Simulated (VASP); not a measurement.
# NaCl (Pm-3m) in VASP: a series of runs

NaCl is run at these levels: r2SCAN; tasks: single point, relaxation of cell and atoms.

Program: VASP 6.6.1. These are calculated values, not measurements. Logs are shortened: lines on timing, memory, paths and dates and some standing lists are left out, and cuts for length are marked.

## (1) The cell of the first run

Symmetry: Pm-3m, No. 221, cubic system. The conventional cell has a = 3.460 Å, b = 3.460 Å, c = 3.460 Å, α = 90.00°, β = 90.00°, γ = 90.00°. Na (site symmetry m-3m) has 8 Cl at 3.00 Å and 6 Na at 3.46 Å within 3.9 Å. Within 3.9 Å of Cl (site symmetry m-3m) lie 8 Na at 3.00 Å and 6 Cl at 3.46 Å.

## (2) Single point, r2SCAN

Input file POSCAR:

```
NaCl
1.0
    3.4596691407      0.0000000000      0.0000000000
    0.0000000000      3.4596691407      0.0000000000
    0.0000000000      0.0000000000      3.4596691407
Na Cl
1 1
Direct
    0.0000000000      0.0000000000      0.0000000000
    0.5000000000      0.5000000000      0.5000000000
```

Input file INCAR.step1:

```
  PREC = Accurate
  ENCUT = 520
  ISMEAR = 0
  SIGMA = 0.02
  LREAL = False
  LASPH = True
  NELM = 60
  NBANDS = 14
  GGA = PE
  ALGO = Normal
  EDIFF = 1E-4
  LWAVE = True
  LCHARG = False
```

Input file INCAR.step2:

```
  PREC = Accurate
  ENCUT = 520
  EDIFF = 1E-6
  ISMEAR = 0
  SIGMA = 0.02
  LREAL = False
  LASPH = True
  NELM = 60
  ALGO = Normal
  ISIF = 2
  LWAVE = False
  LCHARG = False
  METAGGA = R2SCAN
  LMIXTAU = True
  NBANDS = 14
  ISTART = 1
```

Input file KPOINTS:

```
Automatic mesh
0
Gamma
  6 6 6
```

Potentials or basis: VASP PAW PBE potentials, release 64 (Na_pv, Cl).

Command:

```bash
cat potpaw_PBE.64/Na_pv/POTCAR potpaw_PBE.64/Cl/POTCAR > POTCAR
cp INCAR.step1 INCAR
mpirun -np 1 vasp_std > vasp.out
cp INCAR.step2 INCAR
mpirun -np 1 vasp_std > vasp.out
```

OUTCAR:

```text
PREC = Accurate
   ENCUT = 520
   EDIFF = 1E-6
   ISMEAR = 0
   LREAL = False
   LASPH = True
   NELM = 60
   ISIF = 2
   METAGGA = R2SCAN
   ISTART = 1

 ion  position               nearest neighbor table
   1  0.000  0.000  0.000-
   2  0.500  0.500  0.500-

  LATTYP: Found a simple cubic cell.
 ALAT       =     3.4596691407

  Lattice vectors:

 A1 = (   3.4596691407,   0.0000000000,   0.0000000000)
 A2 = (   0.0000000000,   3.4596691407,   0.0000000000)
 A3 = (   0.0000000000,   0.0000000000,   3.4596691407)

Analysis of symmetry for initial positions (statically):
=====================================================================
 Subroutine PRICEL returns:
 Original cell was already a primitive cell.

 Routine SETGRP: Setting up the symmetry group for a
 simple cubic supercell.

 Subroutine GETGRP returns: Found 48 space group operations
 (whereof 48 operations were pure point group operations)
 out of a pool of 48 trial point group operations.

The static configuration has the point symmetry O_h .

Analysis of symmetry for dynamics (positions and initial velocities):
=====================================================================
 Subroutine PRICEL returns:
 Original cell was already a primitive cell.

 Routine SETGRP: Setting up the symmetry group for a
 simple cubic supercell.

 Subroutine GETGRP returns: Found 48 space group operations
 (whereof 48 operations were pure point group operations)
 out of a pool of 48 trial point group operations.

The dynamic configuration has the point symmetry O_h .

 Subroutine INISYM returns: Found 48 space group operations
 (whereof 48 operations are pure point group operations),
 and found     1 'primitive' translations

----------------------------------------------------------------------------------------

                                     Primitive cell

  volume of cell :      41.4099

  direct lattice vectors                    reciprocal lattice vectors
     3.459669141  0.000000000  0.000000000     0.289044981  0.000000000  0.000000000
     0.000000000  3.459669141  0.000000000     0.000000000  0.289044981  0.000000000
     0.000000000  0.000000000  3.459669141     0.000000000  0.000000000  0.289044981

  length of vectors
     3.459669141  3.459669141  3.459669141     0.289044981  0.289044981  0.289044981

[... 82 lines left out ...]
   ISYM   =      2    0-nonsym 1-usesym 2-fastsym
   POTIM  = 0.5000    time-step for ionic-motion
   TEBEG  =    0.0;   TEEND  =   0.0 temperature during run
   PSTRESS=    0.0 pullay stress
   NELECT =      14.0000    total number of electrons
   NUPDOWN=      -1.0000    fix difference up-down
   EMIN   =  10.00;   EMAX   =-10.00  energy-range for DOS
   EFERMI =   0.00;   METHOD = LEGACY
   ISMEAR =     0;   SIGMA  =   0.02  broadening in eV -4-tet -1-fermi 0-gaus
   EFERMI_NEDOS =   21; number of points for ismear=-14 and -15
   IALGO  =     38    algorithm
   IMIX   =      4    mixing-type and parameters
     AMIX     =   0.40;   BMIX     =  1.00
     AMIX_MAG =   1.60;   BMIX_MAG =  1.00
  volume/ion in A,a.u.               =      20.70       139.72
  Fermi-wavevector in a.u.,A,eV,Ry     =   1.140468  2.155171 17.696639  1.300666
  Thomas-Fermi vector in A             =   2.277170
   LORBIT       =      0    0 simple, 1 ext, 2 COOP (PROOUT), +10 PAW based schemes
   METAGGA = R2SCAN    functional components
   LHFCALC =     F    Hartree Fock is set to
   AEXX    =    0.0000 exact exchange contribution
   IVDW    =     0    specifies the selected vdW correction
   LEPSILON=     F    determine dielectric tensor
   LRPA    =     F    only Hartree local field effects (RPA)
 non-spin polarized calculation
 Gauss-broadening in eV      SIGMA  =   0.02
  energy-cutoff  :      520.00
  volume of cell :       41.41
 maximum number of plane-waves:      1141
 NGX is ok and might be reduce to    28
   NGX = 13   NGY = 13   NGZ = 13

 number of electron      13.9999999 magnetization

 Free energy of the ion-electron system (eV)
  ---------------------------------------------------
  ext. energy  EPLUGINS =         0.00000000
  ---------------------------------------------------
  free energy    TOTEN  =       -13.46547020 eV

  energy without entropy =      -13.46547020  energy(sigma->0) =      -13.46547020

 E-fermi :   0.4890     XC(G=0):  -9.0749

 val. band max:        0.2970841166   @ k =   0.5000   0.5000   0.0000
 cond. band min:       5.2472215737   @ k =   0.0000   0.0000   0.0000
 fundamental gap:      4.9501374570
 Fermi energy:         0.4889746379

 k-point     1 :       0.0000    0.0000    0.0000
  band No.  band energies     occupation
      1     -22.4998      2.00000
      2     -22.4998      2.00000
      3     -22.4998      2.00000
      4     -13.7982      2.00000
      5      -0.2390      2.00000
      6      -0.2390      2.00000
      7      -0.2390      2.00000
      8       5.2472      0.00000
      9       9.4365      0.00000
     10       9.4365      0.00000
     11      17.0969      0.00000
     12      17.0969      0.00000
     13      17.0969      0.00000
     14      17.6129      0.00000
[... 309 lines left out ...]
      1     -22.5275      2.00000
      2     -22.5275      2.00000
      3     -22.5275      2.00000
      4     -12.7828      2.00000
      5      -1.7175      2.00000
      6      -1.7175      2.00000
      7      -1.7175      2.00000
      8       8.0486      0.00000
      9       8.0486      0.00000
     10       8.0486      0.00000
     11      13.5803      0.00000
     12      17.6434      0.00000
     13      17.6434      0.00000
     14      17.6434      0.00000

------------------------ aborting loop because EDIFF is reached ----------------------------------------

  FORCE on cell =-STRESS in cart. coord.  units (eV):
  Direction    XX          YY          ZZ          XY          YZ          ZX
  --------------------------------------------------------------------------------------
  -------------------------------------------------------------------------------------
  Total       -0.0701285     -0.0701285     -0.0701285      0.0000000     -0.0000000      0.0000000
  in kB       -2.7133240     -2.7133240     -2.7133240      0.0000000     -0.0000000      0.0000000
  external PRESSURE =      -2.7133240 kB  Pullay stress =       0.0000000 kB

 VOLUME and BASIS-vectors are now :
 -----------------------------------------------------------------------------
  energy-cutoff  :      520.00
  volume of cell :       41.41
      direct lattice vectors                 reciprocal lattice vectors
     3.459669141  0.000000000  0.000000000     0.289044981  0.000000000  0.000000000
     0.000000000  3.459669141  0.000000000     0.000000000  0.289044981  0.000000000
     0.000000000  0.000000000  3.459669141     0.000000000  0.000000000  0.289044981

 POSITION                                       TOTAL-FORCE (eV/Angst)
 -----------------------------------------------------------------------------------
      0.00000      0.00000      0.00000         0.000000      0.000000      0.000000
      1.72983      1.72983      1.72983         0.000000      0.000000      0.000000
 -----------------------------------------------------------------------------------
    total drift:                               -0.000000      0.000000      0.000000

  FREE ENERGIE OF THE ION-ELECTRON SYSTEM (eV)
  ---------------------------------------------------
  free  energy   TOTEN  =       -13.4654701989 eV

  energy  without entropy=      -13.4654701989  energy(sigma->0) =      -13.46547020
```

Run time: 86 s. Hardware: 1 thread of Intel Xeon 8259CL, shared host; peak memory 0.16 GiB.

Results:

```yaml
Free_energy: -13.4655 eV
Pressure: -0.3 GPa
Band_gap_on_the_k_mesh: 4.95 eV (least direct gap 5.49 eV)
```

Caveat: the PAW data sets were made with another functional, which shifts forces and pressure a little.

## (3) Relaxation of cell and atoms, r2SCAN

This run uses another cell than the first one, of 21.52 Å³/atom.

Input file POSCAR:

```
NaCl
1.0
    3.5045105391      0.0000000000      0.0000000000
    0.0000000000      3.5045105391      0.0000000000
    0.0000000000      0.0000000000      3.5045105391
Na Cl
1 1
Direct
    0.0000000000      0.0000000000      0.0000000000
    0.5000000000      0.5000000000      0.5000000000
```

Input file INCAR.step1:

```
ALGO     = Normal         # electronic algorithm
EDIFF    = 1E-4           # SCF threshold, eV
ENCUT    = 600            # plane-wave cutoff, eV
GGA      = PE             # functional
ISMEAR   = 0              # smearing method
LASPH    = T              # aspherical terms in the spheres
LCHARG   = F              # write CHGCAR
LREAL    = F              # projectors in reciprocal space
LWAVE    = T              # write WAVECAR
NELM     = 60             # most SCF steps
PREC     = Accurate       # precision mode
SIGMA    = 0.02           # smearing width, eV
```

Input file INCAR.step2:

```
ALGO     = Normal         # electronic algorithm
EDIFF    = 1E-6           # SCF threshold, eV
EDIFFG   = -0.01          # ionic threshold
ENCUT    = 600            # plane-wave cutoff, eV
IBRION   = 2              # ionic algorithm
ISIF     = 3              # what is computed and relaxed
ISMEAR   = 0              # smearing method
ISTART   = 1            
LASPH    = T              # aspherical terms in the spheres
LCHARG   = F              # write CHGCAR
LMIXTAU  = T            
LREAL    = F              # projectors in reciprocal space
LWAVE    = F              # write WAVECAR
METAGGA  = R2SCAN         # meta-GGA
NELM     = 60             # most SCF steps
NSW      = 80             # ionic steps
PREC     = Accurate       # precision mode
SIGMA    = 0.02           # smearing width, eV
```

Input file KPOINTS:

```
k-points
0
Gamma
  6 6 6
```

Potentials or basis: VASP PAW PBE potentials, release 64 (Na_pv, Cl).

Command:

```bash
cat potpaw_PBE.64/Na_pv/POTCAR potpaw_PBE.64/Cl/POTCAR > POTCAR
cp INCAR.step1 INCAR
mpirun -np 1 vasp_std > vasp.out
cp INCAR.step2 INCAR
mpirun -np 1 vasp_std > vasp.out
```

Wall time 4 min (1 thread of Intel Xeon 8259CL, shared host); peak memory 0.16 GiB.

Results (log left out):

| Quantity | Value |
| --- | --- |
| Free energy | -13.4679 eV |
| Relaxed volume | 20.51 Å³/atom |
| Relaxed cell | a = 3.449 Å, b = 3.449 Å, c = 3.449 Å, α = 90.00°, β = 90.00°, γ = 90.00° |
| Space group after relaxing (to 0.1 Å) | Pm-3m (No. 221) |
| Energy gained by relaxing | 4.3 meV/atom |
| Ionic steps | 4 |
| Pressure after relaxing | 0.0 GPa |
| Band gap on the k mesh | 4.99 eV (least direct gap 5.53 eV) |

The path:
| step | energy change (eV) | largest force (eV/Å) | pressure (GPa) | volume (Å³) |
| --- | --- | --- | --- | --- |
| 1 | 0.0000 | 0.0000 | -1.28 | 43.04 |
| 2 | -0.0066 | 0.0000 | -0.64 | 41.98 |
| 3 | -0.0085 | 0.0000 | -0.19 | 41.30 |
| 4 | -0.0087 | 0.0000 | 0.01 | 41.03 |

Final structure:
```cif
data_structure
_symmetry_space_group_name_H-M 'P 1'
_symmetry_Int_Tables_number 1
_cell_length_a 3.4489
_cell_length_b 3.4489
_cell_length_c 3.4489
_cell_angle_alpha 90.000
_cell_angle_beta 90.000
_cell_angle_gamma 90.000
_cell_volume 41.03
loop_
_atom_site_label
_atom_site_type_symbol
_atom_site_fract_x
_atom_site_fract_y
_atom_site_fract_z
_atom_site_occupancy
Na1 Na 0.00000 0.00000 0.00000 1
Cl1 Cl 0.50000 0.50000 0.50000 1
```

Levels at points of the mesh, in eV from the valence-band top:
```csv
k point,band 3,band 4,band 5,band 6,band 7,band 8,band 9,band 10,band 11
"(0.00, 0.00, 0.00)",-22.79,-14.13,-0.54,-0.54,-0.54,4.99,9.13,9.13,16.83
"(0.50, 0.00, 0.00)",-22.79,-13.72,-3.17,-0.29,-0.29,7.85,9.86,11.24,12.75
"(0.50, 0.50, 0.00)",-22.78,-13.41,-2.47,-2.47,0.00,6.24,10.75,12.26,12.26
"(0.50, 0.50, 0.50)",-22.82,-13.09,-2.05,-2.05,-2.05,7.75,7.75,7.75,13.36
```

Caveat: the PAW data sets were made with another functional, which shifts forces and pressure a little. A k mesh can miss the band edges.
